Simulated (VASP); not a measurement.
GaF:

```
CELL_PARAMETERS angstrom
3.16592 0.00000 0.00000
0.00000 3.16592 0.00000
0.00000 0.00000 3.16592
ATOMIC_POSITIONS crystal
Ga 0.00000 0.00000 0.00000
F 0.50000 0.50000 0.50000
```

Base run:

```yaml
Program: VASP 6.6.1
Functional: r2SCAN-based global hybrid with 50 % exact exchange
Potentials_or_basis: VASP PAW PBE potentials, release 64 (Ga_d, F)
Cutoff: 520 eV
k_mesh: 5 × 5 × 5
Occupations: fermi-dirac, width 0.05 eV
Spin: no spin polarisation
```

Its results: band gap on the k mesh 5.03 eV (least direct gap 6.39 eV); pressure -1.3 GPa.

Problem. The run is repeated on the same cell with these changes: functional from r2SCAN-based global hybrid with 50 % exact exchange to r2SCAN-based global hybrid with 25 % exact exchange; share of exact exchange from 0.5 to 0.25. What comes out?

Solution. Band gap on the k mesh 3.77 eV (least direct gap 4.69 eV); pressure -1.8 GPa.

Caveats: the PAW data sets were made with another functional, which shifts forces and pressure a little; an odd mesh through Γ misses points on the zone boundary, where band edges can lie.
